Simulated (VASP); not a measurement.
Set up this calculation in VASP 6.6.1, as the native input.

* Task: single point
* Functional: PBEsol
* Potentials or basis: VASP PAW PBE potentials, release 64 (Ni)
* Cutoff: 600 eV
* k mesh: 30 × 30 × 30
* Occupations: gaussian, width 0.15 eV
* Spin: collinear spin, ferromagnetic start
* Starting moments: [0.73] μB
* Dipole correction: no
* Further INCAR settings: ALGO = Normal; EDIFF = 1e-06; NBANDS = 15

The structure of Ni lies in POSCAR:

```
Ni
1.0
    0.0000000000      1.5930490118      1.5930490118
    1.5930490118      0.0000000000      1.5930490118
    1.5930490118      1.5930490118      0.0000000000
Ni
1
Direct
    0.0000000000      0.0000000000      0.0000000000
```

This cell differs from its parent crystal: strain -0.080 along x and y, -0.080 along z.

One way to write it, as run:

INCAR

```
  PREC = Accurate
  ENCUT = 600
  EDIFF = 1E-6
  ISMEAR = 0
  SIGMA = 0.15
  LREAL = F
  LASPH = T
  NELM = 200
  ALGO = Normal
  ISIF = 2
  LWAVE = F
  LCHARG = F
  ISPIN = 2
  MAGMOM = 0.73
  LORBIT = 11
  LMAXMIX = 4
  GGA = PS
  NBANDS = 15
  GGA_COMPAT = F
```

KPOINTS

```
Automatic mesh
0
Gamma
  30 30 30
```

Potentials or basis: VASP PAW PBE potentials, release 64 (Ni).

Command:

```console
$ cat potpaw_PBE.64/Ni/POTCAR > POTCAR
$ mpirun -np 1 vasp_std > vasp.out
```

Results of the run:

```
Pressure     : 103.9 GPa
Net moment   : 0.54 μB per cell
Site moments : Ni +0.52 μB
```

Caveat: the cell differs from its parent crystal (strain -0.080 along x and y, -0.080 along z); the cell stands under pressure; the PAW data sets were made with another functional, which shifts forces and pressure a little.

Run time: 3.9 min on 1 thread of Oxide Virtual Turin-like Processor (shared host), peak memory 0.24 GiB.
